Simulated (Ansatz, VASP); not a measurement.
# Two plane-wave programs on CaO

INCAR

```
  ALGO = Normal
  EDIFF = 1E-7
  EDIFFG = -0.01
  ENCUT = 600
  GGA = RP
  IBRION = 2
  ISIF = 3
  ISMEAR = -1
  IVDW = 12
  LASPH = True
  LCHARG = False
  LREAL = False
  LWAVE = False
  NELM = 60
  NSW = 60
  PREC = Accurate
  SIGMA = 0.05
```

The input KPOINTS:

```
k-points
0
Gamma
  10 10 10
```

Contents of POSCAR:

```
CaO
1.0
    0.0000000000      2.4035556960      2.4035556960
    2.4035556960      0.0000000000      2.4035556960
    2.4035556960      2.4035556960      0.0000000000
Ca O
1 1
Direct
    0.0000000000      0.0000000000      0.0000000000
    0.5000000000      0.5000000000      0.5000000000
```

The input input.yaml:

```yaml
crystal:
  lattice:
    - [0.0, 2.403555696, 2.403555696]
    - [2.403555696, 0.0, 2.403555696]
    - [2.403555696, 2.403555696, 0.0]
  atoms:
    - { symbol: Ca, position: [0.0, 0.0, 0.0] }
    - { symbol: O, position: [0.5, 0.5, 0.5] }
hamiltonian:
  xc: rpbe
  pseudopotentials: { kind: paw }
  dispersion: d3bj
kpoints:
  mp_grid: { grid: [10, 10, 10] }
scf:
  occupations: { method: fermi_dirac, width: 0.05 }
output:
  forces: true
  stress: true
  write_density: true
  write_potential: true
  elf: true
  volumetric_format: npy
relax:
  f_tol: 0.01
  max_steps: 40
  cell: { stress_tol: 0.05 }
```

Alike in both runs: task relaxation of cell and atoms; functional RPBE; dispersion D3(BJ); k mesh 10 × 10 × 10; occupations fermi-dirac, width 0.05 eV; no spin polarisation.

|  | VASP | Ansatz |
| --- | --- | --- |
| version | VASP 6.6.1 | Ansatz 0.2.0 |
| potentials or method | VASP PAW PBE potentials, release 64 (Ca_sv, O) | Ansatz PAW |
| plane-wave cutoff (eV) | 600 | 420 |
| valence electrons in the cell | 16 | 16 |

VASP gave:

```
gap on the k mesh at the Fermi level, each at its own relaxed structure (eV) : 3.66
relaxed volume (Å³/atom)                                                     : 12.08
relaxed length of the cell vector where the two differ most in proportion (Å)              : 3.245
```

Task: What did Ansatz give for the same quantities?

Result: gap on the k mesh at the Fermi level, each at its own relaxed structure (eV): 3.68; relaxed volume (Å³/atom): 12.00; relaxed length of the cell vector where the two differ most in proportion (Å): 3.238.

VASP's potentials were made for PBE, not for RPBE.

Noted on Ansatz's run: the plane-wave basis is chosen anew once the cell has moved, so the energies of steps on either side of that aren't comparable.
